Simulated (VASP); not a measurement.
A run of VASP 6.6.1:

The input INCAR:

```
PREC = Accurate
ENCUT = 520
EDIFF = 1E-6
ISMEAR = -1
SIGMA = 0.05
LREAL = F
LASPH = T
NELM = 80
ALGO = Fast
ISIF = 2
LWAVE = F
LCHARG = F
GGA = PS
NBANDS = 34
```

The input KPOINTS:

```
Automatic mesh
0
Gamma
  9 9 3
```

POSCAR

```
In
1.0
    3.3638438630      0.0000000000      0.0000000000
   -1.6819219315      2.9131742397      0.0000000000
    0.0000000000      0.0000000000     10.7997083600
In
4
Direct
    0.6634310000      0.3428250000      0.7498600000
   -0.0023700000     -0.0185920000      0.4996680000
    0.3263380000      0.6630610000      0.2460080000
   -0.0038090000     -0.0087600000     -0.0001770000
```

Potentials or basis: VASP PAW PBE potentials, release 64 (In_d).

Command:

```console
$ cat potpaw_PBE.64/In_d/POTCAR > POTCAR
$ mpirun -np 1 vasp_std > vasp.out
```

Hardware: 1 thread of AMD EPYC 7R13, with other jobs on the host.

Question: Estimate the wall time of this run.

Answer: It took 19 min on 1 thread of AMD EPYC 7R13, with other jobs on the host, peak memory 0.42 GiB. Counts: scf iterations 15, k points 122.
